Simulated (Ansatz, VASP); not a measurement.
# MgO in VASP and in Ansatz

```xyz
4
Lattice="3.5378 0.0000 0.0000 -1.7689 3.0638 0.0000 0.0000 0.0000 3.9312" Properties=species:S:1:pos:R:3 pbc="T T T"
Mg    1.7689    1.0213    2.9484
Mg    0.0000    2.0426    0.9828
O     1.7689    1.0213    0.9828
O     0.0000    2.0426    2.9484
```

Alike in both runs: task single point; functional PBE; k mesh 9 × 9 × 6; occupations gaussian, width 0.05 eV; no spin polarisation.

|  | VASP | Ansatz |
| --- | --- | --- |
| version | VASP 6.6.1 | Ansatz 0.2.0 |
| potentials or method | VASP PAW PBE potentials, release 64 (Mg, O), cutoff 520 eV | scalar-relativistic, plane waves, PAW |
| valence electrons in the cell | 16 | 32 |

|  | VASP | Ansatz | Ansatz less VASP |
| --- | --- | --- | --- |
| gap on the k mesh at the Fermi level (eV) | 3.67 | 3.69 | +0.019 |
| least direct gap on the mesh (eV) | 3.67 | 3.69 | +0.019 |
| pressure (GPa) | 11.4 | 11.9 | +0.52 |
| traceless stress, the component that is largest in VASP (GPa) | 14.10 | 14.07 | -0.027 |

VASP's potentials hold 16 valence electrons a cell and Ansatz's 32, so a difference there can come from the potentials and not from the codes.
